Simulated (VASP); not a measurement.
Write the native input for VASP 6.6.1 that does the following.

```yaml
Task: single point
Functional: PBE
Potentials_or_basis: VASP PAW PBE potentials, release 64 (Ti_sv, Os, C, N)
Cutoff: 520 eV
k_mesh: 4 × 4 × 4
Occupations: gaussian, width 0.1 eV
Spin: collinear spin
Starting_moments: "[1.0, 1.0, 0.0, 0.0, 0.0, 0.0, 0.0, 0.0, 0.0, 0.0] μB"
Dipole_correction: no
Further_INCAR_settings: ALGO = Normal; EDIFF = 1e-07; NBANDS = 43
```

The structure of TiOsC4N4 lies in POSCAR:

```
TiOsC4N4
1.0
    5.8843539400      0.0000000000      0.0000000000
    0.0000000000      5.8843539400      0.0000000000
    0.0000000000      0.0000000000      5.8843539400
Ti Os C N
1 1 4 4
Direct
    0.5000000000      0.5000000000      0.5000000000
    0.0000000000      0.0000000000      0.0000000000
    0.1860282600      0.1860282600      0.1860282600
    0.1860282600      0.8139717400      0.8139717400
    0.8139717400      0.1860282600      0.8139717400
    0.8139717400      0.8139717400      0.1860282600
    0.3008241800      0.3008241800      0.3008241800
    0.3008241800      0.6991758200      0.6991758200
    0.6991758200      0.3008241800      0.6991758200
    0.6991758200      0.6991758200      0.3008241800
```

The input as run:

INCAR

```
SYSTEM = TiOsC4N4
ALGO = Normal
EDIFF = 1E-7
ENCUT = 520
GGA = PE
ISIF = 2
ISMEAR = 0
ISPIN = 2
LASPH = .TRUE.
LCHARG = .FALSE.
LMAXMIX = 4
LORBIT = 11
LREAL = .FALSE.
LWAVE = .FALSE.
MAGMOM = 1 1 0 0 0 0 0 0 0 0
NBANDS = 43
NELM = 150
PREC = Accurate
SIGMA = 0.1
```

KPOINTS

```
k-points
0
G
  4 4 4
  0 0 0
```

Potentials or basis: VASP PAW PBE potentials, release 64 (Ti_sv, Os, C, N).

Launch:

```sh
$ cat potpaw_PBE.64/Ti_sv/POTCAR potpaw_PBE.64/Os/POTCAR potpaw_PBE.64/C/POTCAR potpaw_PBE.64/N/POTCAR > POTCAR
$ mpirun -np 1 vasp_std > vasp.out
```

It gave:

| Item | Value |
| --- | --- |
| Pressure | 2.6 GPa |
| Largest force | 4.792 eV/Å |
| Band gap on the k mesh | zero (filled and empty bands overlap) |
| Net moment | 0.00 μB per cell |
| Valence electrons inside the program's atomic spheres | Ti 10.11; Os 7.98; C 2.62; N 3.92 |

Caveat: spin-orbit coupling is left out, which moves the levels of the heavy elements; forces of over 1 eV/Å act on the atoms, so gaps and moduli don't describe the material at rest.

Run time: 3 min on 1 thread of AMD EPYC 9R45 96-Core Processor (Zen 5) (shared host), peak memory 0.46 GiB.
